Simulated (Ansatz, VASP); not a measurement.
**BN: VASP beside Ansatz**

```
B N
1.0
     2.50399    0.00000    0.00000
    -1.25200    2.16852    0.00000
     0.00000    0.00000    6.59459
B N
2 2
Cartesian
  0.0000 1.4457 1.6486
  1.2520 0.7228 4.9459
  0.0000 1.4457 4.9459
  1.2520 0.7228 1.6486
```

Change from the starting cell: zz strain of -1 %.

Alike in both runs: task single point; functional PBE; k mesh 11 × 11 × 4; occupations fermi-dirac, width 0.02 eV; no spin polarisation.

```csv
,VASP,Ansatz
version,VASP 6.6.1,Ansatz 0.2.0
potentials or method,"VASP PAW PBE potentials, release 64 (B, N), cutoff 520 eV","all-electron LAPW, scalar-relativistic"
```

```tsv
	VASP	Ansatz	Ansatz less VASP
gap on the k mesh at the Fermi level (eV)	4.32	4.32	0.000
pressure (GPa)	3.5	3.4	-0.11
traceless stress, the component that is largest in VASP (GPa)	-0.49	-0.23	+0.258
```

Ansatz ran all-electron here, and VASP with PAW potentials.
